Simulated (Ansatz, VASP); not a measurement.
**Two plane-wave programs on Ti**

The input INCAR:

```
SYSTEM = Ti
PREC = Accurate
ENCUT = 520
EDIFF = 1E-7
ISMEAR = 0
SIGMA = 0.15
LREAL = .FALSE.
LASPH = .TRUE.
NELM = 100
ALGO = Fast
ISIF = 2
LWAVE = .FALSE.
LCHARG = .FALSE.
GGA = PS
NBANDS = 19
```

File KPOINTS:

```
regular mesh
0
G
  24 24 14
  0 0 0
```

Contents of POSCAR:

```
Ti
1.0
    3.0164526083      0.0000000000      0.0000000000
   -1.5082263041      2.6123245881      0.0000000000
    0.0000000000      0.0000000000      4.2237112111
Ti
2
Direct
    0.3333333333      0.6666666667      0.2500000000
    0.6666666667      0.3333333333      0.7500000000
```

Input for Ansatz:

```yaml
crystal:
  lattice:
    - [3.0164526083, 0.0, 0.0]
    - [-1.5082263041, 2.6123245881, 0.0]
    - [0.0, 0.0, 4.2237112111]
  atoms:
    - { symbol: Ti, position: [0.3333333333, 0.6666666667, 0.25] }
    - { symbol: Ti, position: [0.6666666667, 0.3333333333, 0.75] }
basis:
  ecutwfc: 420
kpoints:
  mp_grid: { grid: [24, 24, 14] }
hamiltonian:
  xc: pbesol
scf:
  occupations: { method: gaussian, width: 0.15 }
output:
  forces: true
  stress: true
  eigenvalues: true
```

Change from the starting cell: strain +0.040 along x and y, -0.080 along z, atoms carried along.

Alike in both runs: task single point; functional PBEsol; k mesh 24 × 24 × 14; occupations gaussian, width 0.15 eV; no spin polarisation.

```csv
,VASP,Ansatz
version,VASP 6.6.1,Ansatz 0.2.0
potentials or method,"VASP PAW PBE potentials, release 64 (Ti_sv), cutoff 520 eV","scalar-relativistic, plane waves, PAW"
valence electrons in the cell,24,24
```

|  | VASP | Ansatz | Ansatz less VASP |
| --- | --- | --- | --- |
| gap on the k mesh at the Fermi level (eV) | none | none | - |
| pressure (GPa) | 0.6 | 1.2 | +0.56 |
| traceless stress, the component that is largest in VASP (GPa) | 7.90 | 7.95 | +0.049 |

VASP's potentials were made for PBE, not for PBEsol. A gap of «none» marks a metal or a gap that the smearing closes.
